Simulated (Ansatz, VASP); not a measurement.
CdTe: VASP beside Ansatz

```
Cd Te
1.0
     0.00000   -3.30869   -3.30869
     0.00000    3.30869   -3.30869
     6.61737    0.00000    0.00000
Cd Te
2 2
Direct
  0.50000 0.50000 0.50000
  0.00000 0.00000 0.00000
  0.00000 0.50000 0.25000
  0.50000 0.00000 0.75000
```

Alike in both runs: task single point; functional PBE; k mesh 8 × 8 × 6; occupations gaussian, width 0.05 eV; no spin polarisation.

|  | VASP | Ansatz |
| --- | --- | --- |
| version | VASP 6.6.1 | Ansatz 0.2.0 |
| potentials or method | VASP PAW PBE potentials, release 64 (Cd, Te), cutoff 520 eV | scalar-relativistic, plane waves, PAW |
| valence electrons in the cell | 36 | 72 |

VASP gave:

| Quantity | Value |
| --- | --- |
| gap on the k mesh at the Fermi level (eV) | 0.58 |
| least direct gap on the mesh (eV) | 0.58 |
| pressure (GPa) | 0.1 |

What did Ansatz give for the same quantities?

gap on the k mesh at the Fermi level (eV): 0.59; least direct gap on the mesh (eV): 0.59; pressure (GPa): 0.0.

The functional is the same, so the differences come from potentials, cutoffs and numerics. VASP's potentials hold 36 valence electrons a cell and Ansatz's 72, so a difference there can come from the potentials and not from the codes.

Spin-orbit coupling is off throughout.
